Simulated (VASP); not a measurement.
K2Ge:

```
K Ge
1.0
     3.93862    0.00000    0.00000
     0.00000    3.93862    0.00000
     0.00000    0.00000    3.77748
K Ge
2 1
Direct
  0.50000 0.50000 0.50000
  0.00000 0.00000 0.50000
  0.00000 0.00000 0.00000
```

- Program: VASP 6.6.1
- Task: relaxation of cell and atoms
- Functional: PBE
- Potentials or basis: VASP PAW PBE potentials, release 64 (K_sv, Ge_d)
- Cutoff: 600 eV
- k mesh: 4 × 4 × 4
- Occupations: gaussian, width 0.1 eV
- Spin: no spin polarisation

At the start: pressure 60.1 GPa; volume 19.53 Å³/atom.

**Question.** Where does the relaxation end?

**Answer.** Over 11 steps the energy falls by 3324.7 meV/atom and the volume is 54.02 Å³/atom (+176.6 %); space group P4/mmm (No. 123, to 0.05 Å).

Step by step:
```csv
step,energy change (eV),largest force (eV/Å),pressure (GPa),volume (Å³)
1,0.0000,0.0000,60.09,58.60
2,-8.7046,0.0000,-1.83,133.67
3,-9.0888,0.0000,5.84,99.52
4,-9.2394,0.0000,3.71,107.94
5,-9.2502,0.0000,3.30,109.83
6,-9.6311,0.0000,1.89,122.61
7,-9.9330,0.0000,0.67,145.60
8,-9.9655,0.0000,0.45,155.77
9,-9.9665,0.0000,0.40,158.50
10,-9.9713,0.0000,-0.23,164.31
11,-9.9742,0.0000,0.00,162.07
```

Final structure:
```
K Ge
1.0
     5.23106    0.00000    0.00000
     0.00000    5.23106    0.00000
     0.00000    0.00000    5.92271
K Ge
2 1
Direct
  0.50000 0.50000 0.50000
  0.00000 0.00000 0.50000
  0.00000 0.00000 0.00000
```

Caveat: the k points lie up to 0.30 Å⁻¹ apart in the final cell; the volume moved by over 15 % at a fixed basis, so the end points are rough.
